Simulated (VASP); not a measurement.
# B (P6_3/mmc) in VASP: a series of runs, part 2 of 2

VASP 6.6.1.

**4. Relaxation of cell and atoms, PBE**

This run uses another cell than the first one, of 7.47 Å³/atom.

Contents of INCAR:

```
SYSTEM = B
PREC = Accurate ; ENCUT = 600
EDIFF = 1E-7 ; ISMEAR = 0
SIGMA = 0.1 ; LREAL = .FALSE.
LASPH = .TRUE. ; NELM = 60
ALGO = Normal ; ISIF = 3
LWAVE = .FALSE. ; LCHARG = .FALSE.
GGA = PE ; IBRION = 2
NSW = 90 ; EDIFFG = -0.04
```

Contents of KPOINTS:

```
regular mesh
0
G
  9 9 4
  0 0 0
```

Contents of POSCAR:

```
B
1.0
    2.2034945065      0.0000000000      0.0000000000
   -1.1017472532      1.9082822198      0.0000000000
    0.0000000000      0.0000000000      7.1067046936
B
4
Direct
    0.0000000000      0.0000000000      0.0000000000
    0.0000000000      0.0000000000      0.5000000000
    0.3333333333      0.6666666667      0.7500000000
    0.6666666667      0.3333333333      0.2500000000
```

Potentials or basis: VASP PAW PBE potentials, release 64 (B).

On the command line:

```
cat potpaw_PBE.64/B/POTCAR > POTCAR
mpirun -np 1 vasp_std > vasp.out
```

OUTCAR:

```text
SYSTEM = B
   PREC = Accurate
   ENCUT = 600
   EDIFF = 1E-7
   ISMEAR = 0
   LREAL = .FALSE.
   LASPH = .TRUE.
   NELM = 60
   ISIF = 3
   GGA = PE
   IBRION = 2
   NSW = 90
   EDIFFG = -0.04

 ion  position               nearest neighbor table
   1  0.000  0.000  0.000-
   2  0.000  0.000  0.500-
   3  0.333  0.667  0.750-
   4  0.667  0.333  0.250-

  LATTYP: Found a hexagonal cell.
 ALAT       =     2.2034945065
 C/A-ratio  =     3.2251973729

  Lattice vectors:

 A1 = (   2.2034945065,   0.0000000000,   0.0000000000)
 A2 = (  -1.1017472532,   1.9082822198,   0.0000000000)
 A3 = (   0.0000000000,   0.0000000000,   7.1067046936)

Analysis of symmetry for initial positions (statically):
=====================================================================
 Subroutine PRICEL returns:
 Original cell was already a primitive cell.

 Routine SETGRP: Setting up the symmetry group for a
 hexagonal supercell.

 Subroutine GETGRP returns: Found 24 space group operations
 (whereof 12 operations were pure point group operations)
 out of a pool of 24 trial point group operations.

The static configuration has the point symmetry D_3d.
 The point group associated with its full space group is D_6h.

Analysis of symmetry for dynamics (positions and initial velocities):
=====================================================================
 Subroutine PRICEL returns:
 Original cell was already a primitive cell.

 Routine SETGRP: Setting up the symmetry group for a
 hexagonal supercell.

 Subroutine GETGRP returns: Found 24 space group operations
 (whereof 12 operations were pure point group operations)
 out of a pool of 24 trial point group operations.

The dynamic configuration has the point symmetry D_3d.
 The point group associated with its full space group is D_6h.

 Subroutine INISYM returns: Found 24 space group operations
 (whereof 12 operations are pure point group operations),
 and found     1 'primitive' translations

[... 145 lines left out ...]
  ---------------------------------------------------
  free energy    TOTEN  =       -20.12789865 eV

  energy without entropy =      -20.11838606  energy(sigma->0) =      -20.12314236

------------------------ aborting loop because EDIFF is reached ----------------------------------------

  FORCE on cell =-STRESS in cart. coord.  units (eV):
  Direction    XX          YY          ZZ          XY          YZ          ZX
  --------------------------------------------------------------------------------------
  -------------------------------------------------------------------------------------
  Total       -6.5093880     -6.5093880     -8.0075294     -0.0000000     -0.0000000      0.0000000
  in kB     -349.0019866   -349.0019867   -429.3251006     -0.0000000     -0.0000000      0.0000000
  external PRESSURE =    -375.7763579 kB  Pullay stress =       0.0000000 kB
[... 95 lines left out ...]
  FREE ENERGIE OF THE ION-ELECTRON SYSTEM (eV)
  ---------------------------------------------------
  free  energy   TOTEN  =       -21.0155689900 eV

  energy  without entropy=      -21.0114183697  energy(sigma->0) =      -21.01349368

 E-fermi :  10.0729     XC(G=0): -13.0497

 val. band max:       10.0422627093   @ k =   0.3333   0.3333   0.5000
 cond. band min:      10.1932417945   @ k =   0.3333   0.3333   0.2500
 fundamental gap:      0.1509790852
 Fermi energy:        10.0728642046

 k-point     1 :       0.0000    0.0000    0.0000
  band No.  band energies     occupation
      1      -8.6570      2.00000
      2      -4.4651      2.00000
      3      -4.4475      2.00000
      4       4.9592      2.00000
      5      13.9876      0.00000
      6      17.1580      0.00000
      7      17.1580      0.00000
      8      19.5298      0.00000
      9      19.5298      0.00000
     10      20.2371      0.00000
[... 287 lines left out ...]
 k-point    24 :       0.3333    0.3333    0.2500
  band No.  band energies     occupation
      1       1.8956      2.00000
      2       2.0010      2.00000
      3       2.0010      2.00000
      4       2.8495      2.00000
      5       4.0546      2.00000
      6       4.0546      2.00000
      7       9.0999      2.00000
      8       9.0999      2.00000
      9      10.1932      0.08868
     10      13.6088      0.00000

 [... further k-points ...]

[... ionic steps 4 to 16 ...]

--------------------------------------- Ionic step       17  -------------------------------------------

 number of electron      12.0000000 magnetization

------------------------ aborting loop because EDIFF is reached ----------------------------------------
[... 71 lines left out ...]
--------------------------------------- Ionic step       19  -------------------------------------------

 number of electron      12.0000001 magnetization

 Free energy of the ion-electron system (eV)
  ---------------------------------------------------
  ext. energy  EPLUGINS =         0.00000000
  ---------------------------------------------------
  free energy    TOTEN  =       -21.65454996 eV

  energy without entropy =      -21.65065716  energy(sigma->0) =      -21.65260356

 E-fermi :   8.7439     XC(G=0): -12.5756

 val. band max:        8.6885204345   @ k =   0.3333   0.1111   0.2500
 cond. band min:       8.8066620830   @ k =   0.3333   0.0000   0.0000
 fundamental gap:      0.1181416485
 Fermi energy:         8.7439351592

 k-point     1 :       0.0000    0.0000    0.0000
  band No.  band energies     occupation
      1      -8.7056      2.00000
      2      -4.7262      2.00000
      3      -4.7048      2.00000
      4       4.2342      2.00000
      5      12.4199      0.00000
      6      15.1147      0.00000
      7      15.1147      0.00000
      8      17.3121      0.00000
      9      17.3121      0.00000
     10      17.9556      0.00000
[... 330 lines left out ...]
  FREE ENERGIE OF THE ION-ELECTRON SYSTEM (eV)
  ---------------------------------------------------
  free  energy   TOTEN  =       -21.6545499611 eV

  energy  without entropy=      -21.6506571602  energy(sigma->0) =      -21.65260356

 reached required accuracy - stopping structural energy minimisation
```

Wall time 3.6 min (1 thread of Intel Xeon 8259CL, shared host); peak memory 0.15 GiB.

What came out:

```yaml
Free_energy: -21.6545 eV
Relaxed_volume: 6.46 Å³/atom
Relaxed_cell: a = 2.340 Å, b = 2.340 Å, c = 5.450 Å, α = 90.00°, β = 90.00°, γ = 120.00°
Space_group_after_relaxing_to_0.1_Å: P6_3/mmc (No. 194)
Energy_gained_by_relaxing: 381.7 meV/atom
Ionic_steps: 19
Pressure_after_relaxing: -0.1 GPa
Band_gap_on_the_k_mesh: zero (bands 6 and 7 overlap by 9.41 eV)
```

Step by step:
```
step  energy change (eV)  largest force (eV/Å)  pressure (GPa)  volume (Å³)
   1              0.0000                0.0000          -37.58        29.88
   2             -0.8663                0.0000           10.17        22.92
   3             -0.8877                0.0000            0.84        23.69
   4             -0.9337                0.0000            2.02        23.63
   5             -0.9355                0.0000            9.53        23.38
   6             -1.1770                0.0000           38.32        22.54
   7             -1.0517                0.0000           18.84        23.13
   8             -1.1843                0.0000           27.97        22.86
   9             -1.2085                0.0000           34.50        22.67
  10             -1.2149                0.0000           34.43        22.69
  11             -1.2285                0.0000           34.32        22.75
  12             -1.2302                0.0000           34.81        22.86
  13             -1.2332                0.0000           34.57        22.82
  14             -1.2474                0.0000           33.55        22.89
  15             -1.2877                0.0000           30.56        23.10
  16             -1.3581                0.0000           24.98        23.51
  17             -1.4610                0.0000           15.01        24.35
  18             -1.5249                0.0000           -2.23        26.08
  19             -1.5267                0.0000           -0.12        25.84
```

Final structure:
```yaml
crystal:
  lattice:
    - [2.33983, 0.00000, 0.00000]
    - [-1.16992, 2.02635, 0.00000]
    - [0.00000, 0.00000, 5.45006]
  atoms:
    - { symbol: B, position: [0.00000, 0.00000, 0.00000] }
    - { symbol: B, position: [0.00000, 0.00000, 0.50000] }
    - { symbol: B, position: [0.33333, 0.66667, 0.75000] }
    - { symbol: B, position: [0.66667, 0.33333, 0.25000] }
```

Caveat: the k points lie up to 0.34 Å⁻¹ apart in the final cell, too coarse for converged energies and pressures of a metal; a cell axis changed by over 15 % at a fixed basis, so the end point is rough.

**5. Single point, PBE**

This run uses another cell than the first one: it holds 8 atoms, not 4.

Contents of INCAR:

```
  PREC = Accurate
  ENCUT = 520
  EDIFF = 1E-7
  ISMEAR = 0
  SIGMA = 0.1
  LREAL = F
  LASPH = T
  NELM = 100
  ALGO = Normal
  ISIF = 2
  LWAVE = F
  LCHARG = F
  GGA = PE
  NBANDS = 22
```

Contents of KPOINTS:

```
regular mesh
0
Gamma
  10 6 4
```

Contents of POSCAR:

```
B
1.0
    1.1672043924     -2.0216573104      0.0000000000
   -3.5016131772     -2.0216573104      0.0000000000
    0.0000000000      0.0000000000     -5.4662908652
B
8
Direct
    0.0000000000      0.0000000000      0.0000000000
    0.5000000000      0.5000000000      0.0000000000
    0.0000000000      0.0000000000      0.5000000000
    0.5000000000      0.5000000000      0.5000000000
    0.5000000000      0.8333333333      0.2500000000
    1.0000000000      0.3333333333      0.2500000000
    0.0000000000      0.6666666667      0.7500000000
    0.5000000000      0.1666666667      0.7500000000
```

On the command line:

```
cat potpaw_PBE.64/B/POTCAR > POTCAR
mpirun -np 1 vasp_std > vasp.out
```

Wall time 1.7 min (1 thread of Intel Xeon 8259CL, shared host); peak memory 0.19 GiB.

It converged, with:

* Free energy: -43.3053 eV
* Pressure: 0.0 GPa
* Largest force: 0.016 eV/Å
* Band gap on the k mesh: zero (bands 12 and 13 overlap by 5.04 eV)

Forces on the atoms (eV/Å):
```
B    0.000  0.000  0.000
B    0.000  0.000  0.000
B    0.000  0.000  0.000
B    0.000  0.000  0.000
B    0.014  0.008  0.000
B    0.014  0.008  0.000
B   -0.014 -0.008  0.000
B   -0.014 -0.008  0.000
```

Stress tensor (GPa, compression positive):
```
-0.98 -3.07  0.00
-3.07  2.56  0.00
 0.00  0.00 -1.71
```

Levels at points of the mesh, in eV from the Fermi level:
```tsv
k point	band 9	band 10	band 11	band 12	band 13	band 14	band 15	band 16
(0.00, 0.00, 0.00)	-4.58	-3.89	1.08	2.65	3.47	4.99	5.40	5.58
(0.50, 0.00, 0.00)	-4.49	-4.49	-1.99	-1.99	-0.73	-0.73	0.57	0.57
(0.00, 0.50, 0.00)	-1.42	-1.42	2.80	2.80	2.91	2.91	3.39	3.39
(0.50, 0.50, 0.00)	-4.58	-4.58	-3.89	-3.89	1.08	1.08	2.65	2.65
(0.00, 0.00, 0.50)	-2.25	-2.25	0.97	0.97	2.20	2.20	7.12	7.12
(0.50, 0.00, 0.50)	-3.51	-3.51	-3.51	-3.51	-1.67	-1.67	-1.67	-1.67
(0.00, 0.50, 0.50)	0.10	0.10	0.10	0.10	3.98	3.98	3.98	3.98
(0.50, 0.50, 0.50)	-2.25	-2.25	-2.25	-2.25	0.97	0.97	0.97	0.97
```

**6. Single point, PBE**

This run uses another cell than the first one, of 6.45 Å³/atom.

Contents of INCAR:

```
SYSTEM = B
ALGO = Normal
EDIFF = 1E-7
ENCUT = 520
GGA = PE
ISIF = 2
ISMEAR = 0
LASPH = .TRUE.
LCHARG = .FALSE.
LREAL = .FALSE.
LWAVE = .FALSE.
NBANDS = 14
NELM = 100
PREC = Accurate
SIGMA = 0.1
```

Contents of KPOINTS:

```
k-points
0
G
  24 24 8
  0 0 0
```

Contents of POSCAR:

```
B
1.0
    2.3344087848      0.0000000000      0.0000000000
   -1.1672043924      2.0216573104      0.0000000000
    0.0000000000      0.0000000000      5.4662908652
B
4
Direct
    0.0000000000      0.0000000000      0.0000000000
    0.0000000000      0.0000000000      0.5000000000
    0.3333333333      0.6666666667      0.7500000000
    0.6666666667      0.3333333333      0.2500000000
```

Potentials or basis: VASP PAW PBE potentials, release 64 (B).

On the command line:

```
cat potpaw_PBE.64/B/POTCAR > POTCAR
mpirun -np 1 vasp_std > vasp.out
```

OUTCAR:

```text
SYSTEM = B
   EDIFF = 1E-7
   ENCUT = 520
   GGA = PE
   ISIF = 2
   ISMEAR = 0
   LASPH = .TRUE.
   LREAL = .FALSE.
   NELM = 100
   PREC = Accurate

 ion  position               nearest neighbor table
   1  0.000  0.000  0.000-   3 1.92   4 1.92   3 1.92   4 1.92   4 1.92   3 1.92
   2  0.000  0.000  0.500-   3 1.92   4 1.92   3 1.92   4 1.92   4 1.92   3 1.92
   3  0.333  0.667  0.750-   1 1.92   2 1.92   1 1.92   2 1.92   1 1.92   2 1.92
   4  0.667  0.333  0.250-   1 1.92   2 1.92   1 1.92   2 1.92   1 1.92   2 1.92

  LATTYP: Found a hexagonal cell.
 ALAT       =     2.3344087848
 C/A-ratio  =     2.3416168157

  Lattice vectors:

 A1 = (   2.3344087848,   0.0000000000,   0.0000000000)
 A2 = (  -1.1672043924,   2.0216573104,   0.0000000000)
 A3 = (   0.0000000000,   0.0000000000,   5.4662908652)

Analysis of symmetry for initial positions (statically):
=====================================================================
 Subroutine PRICEL returns:
 Original cell was already a primitive cell.

 Routine SETGRP: Setting up the symmetry group for a
 hexagonal supercell.

[... 191 lines left out ...]
     10      18.0300      0.00000
     11      18.0300      0.00000
     12      21.0375      0.00000
     13      21.0375      0.00000
     14      24.0093      0.00000
[... 377 lines left out ...]
      1      -1.8811      2.00000
      2      -0.6899      2.00000
      3       0.9945      2.00000
      4       1.1794      2.00000
      5       4.3846      2.00000
      6       5.0688      2.00000
      7       9.5891      0.00000
      8      11.3719      0.00000
      9      13.4234      0.00000
     10      14.0575      0.00000
     11      14.6061      0.00000
     12      17.2296      0.00000
     13      19.1089      0.00000
     14      20.3046      0.00000

 [... further k-points ...]

------------------------ aborting loop because EDIFF is reached ----------------------------------------

  FORCE on cell =-STRESS in cart. coord.  units (eV):
  Direction    XX          YY          ZZ          XY          YZ          ZX
  --------------------------------------------------------------------------------------
  -------------------------------------------------------------------------------------
  Total       -0.0213809     -0.0213809      0.0074025      0.0000000      0.0000000     -0.0000000
  in kB       -1.3278796     -1.3278796      0.4597384      0.0000000      0.0000000     -0.0000000
  external PRESSURE =      -0.7320069 kB  Pullay stress =       0.0000000 kB

 VOLUME and BASIS-vectors are now :
 -----------------------------------------------------------------------------
  energy-cutoff  :      520.00
  volume of cell :       25.80
      direct lattice vectors                 reciprocal lattice vectors
     2.334408785  0.000000000  0.000000000     0.428373988  0.247321837  0.000000000
    -1.167204392  2.021657310  0.000000000     0.000000000  0.494643674  0.000000000
     0.000000000  0.000000000  5.466290865     0.000000000  0.000000000  0.182939405

 POSITION                                       TOTAL-FORCE (eV/Angst)
 -----------------------------------------------------------------------------------
      0.00000      0.00000      0.00000        -0.000000      0.000000     -0.000000
      0.00000      0.00000      2.73315        -0.000000      0.000000     -0.000000
     -0.00000      1.34777      4.09972         0.000000      0.000000      0.000000
      1.16720      0.67389      1.36657        -0.000000      0.000000     -0.000000
 -----------------------------------------------------------------------------------
    total drift:                               -0.000000      0.000000     -0.000000

  FREE ENERGIE OF THE ION-ELECTRON SYSTEM (eV)
  ---------------------------------------------------
  free  energy   TOTEN  =       -21.6617383290 eV

  energy  without entropy=      -21.6568037937  energy(sigma->0) =      -21.65927106
```

OSZICAR:

```text
N       E                     dE             d eps       ncg     rms          rms(c)
DAV:   1     0.112532726575E+02    0.11253E+02   -0.58952E+03  8540   0.806E+02
DAV:   2    -0.208849639680E+02   -0.32138E+02   -0.29534E+02 10904   0.145E+02
DAV:   3    -0.217597506618E+02   -0.87479E+00   -0.85403E+00 11766   0.189E+01
DAV:   4    -0.217625997647E+02   -0.28491E-02   -0.28474E-02  9158   0.965E-01
DAV:   5    -0.217626074589E+02   -0.76942E-05   -0.76948E-05 11472   0.490E-02    0.365E+00
DAV:   6    -0.216911653115E+02    0.71442E-01   -0.30843E-02  9928   0.107E+00    0.218E+00
DAV:   7    -0.216621865757E+02    0.28979E-01   -0.25842E-02 11166   0.979E-01    0.257E-01
DAV:   8    -0.216617467917E+02    0.43978E-03   -0.83771E-04  9944   0.201E-01    0.353E-02
DAV:   9    -0.216617389623E+02    0.78294E-05   -0.77418E-05 10220   0.599E-02    0.667E-03
DAV:  10    -0.216617384578E+02    0.50457E-06   -0.18066E-06 10334   0.953E-03    0.243E-03
DAV:  11    -0.216617383417E+02    0.11606E-06   -0.21461E-07  9600   0.337E-03    0.469E-04
DAV:  12    -0.216617383290E+02    0.12705E-07   -0.45888E-09  5326   0.573E-04
   1 F= -.21661738E+02 E0= -.21659271E+02  d E =-.493454E-02
```

stdout:

```text
POSCAR found type information on POSCAR B
 POSCAR found :  1 types and       4 ions
 scaLAPACK will be used
 LDA part: xc-table for (Slater+PW92), standard interpolation
 POSCAR, INCAR and KPOINTS ok, starting setup
 FFT: planning ... GRIDC
 FFT: planning ... GRID_SOFT
 FFT: planning ... GRID
 WAVECAR not read
 entering main loop
```

Run time: 2.2 min. Hardware: 1 thread of Intel Xeon 8259CL, shared host; peak memory 0.19 GiB.

What came out:

| Item | Value |
| --- | --- |
| Free energy | -21.6617 eV |
| Pressure | -0.1 GPa |
| Band gap on the k mesh | zero (bands 6 and 7 overlap by 10.12 eV) |

Stress tensor (GPa, compression positive):
```
-0.13  0.00  0.00
 0.00 -0.13  0.00
 0.00  0.00  0.05
```

**7. Overview**

| task | cell | k mesh | cutoff (eV) | gap on the mesh (eV) | pressure (GPa) |
| --- | --- | --- | --- | --- | --- |
| single point | a = 2.115, b = 2.115, c = 6.209 Å, angles 90.0, 90.0, 120.0°, 4 atoms, atomic positions A | 9 × 9 × 4 | 520 | none | -0.4 |
| single point | a = 2.203, b = 2.203, c = 7.107 Å, angles 90.0, 90.0, 120.0°, 4 atoms, atomic positions A | 9 × 9 × 4 | 520 | none | -37.5 |
| relaxation of cell and atoms | relaxed from a = 2.203, b = 2.203, c = 7.107 Å, angles 90.0, 90.0, 120.0°, 4 atoms, atomic positions A | 9 × 9 × 4 | 600 | none | -0.1 |
| single point | a = 2.334, b = 4.043, c = 5.466 Å, 8 atoms, atomic positions B | 10 × 6 × 4 | 520 | none | 0.0 |
| single point | a = 2.334, b = 2.334, c = 5.466 Å, angles 90.0, 90.0, 120.0°, 4 atoms, atomic positions A | 24 × 24 × 8 | 520 | none | -0.1 |

Alike in all rows: level PBE; potentials or basis VASP PAW PBE potentials, release 64 (B); no spin polarisation; smearing gaussian 0.1 eV.

Caveats: some runs use coarse meshes; a cell axis changed by over 15 % at a fixed basis, so the end point is rough (at least some runs).

Absolute energies hang on the potentials; compare differences alone.

The gap in the log of VASP goes by the Fermi energy; the results here count the filled bands.